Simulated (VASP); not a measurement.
Ga:

```xyz
2
Lattice="1.3830 -4.0265 0.0000 1.3830 4.0265 0.0000 -0.1174 0.0000 3.3299" Properties=species:S:1:pos:R:3 pbc="T T T"
Ga    1.3536   -2.9716    0.8325
Ga    1.2949    2.9716    2.4974
```

Base run:

| Property | Result |
| --- | --- |
| Program | VASP 6.6.1 |
| Functional | r2SCAN |
| Potentials or basis | VASP PAW PBE potentials, release 64 (Ga_d) |
| Cutoff | 520 eV |
| k mesh | 14 × 14 × 11 |
| Occupations | fermi-dirac, width 0.03 eV |
| Spin | no spin polarisation |

Its results: band gap on the k mesh zero (bands 13 and 14 overlap by 8.31 eV); pressure -1.2 GPa; largest force 0.196 eV/Å.

Task: The run is repeated on the same cell with these changes: functional from r2SCAN to PBEsol. What comes out?

Result: Band gap on the k mesh zero (bands 13 and 14 overlap by 7.99 eV); pressure -1.8 GPa; largest force 0.183 eV/Å.

Caveats: the PAW data sets were made with another functional, which shifts forces and pressure a little.
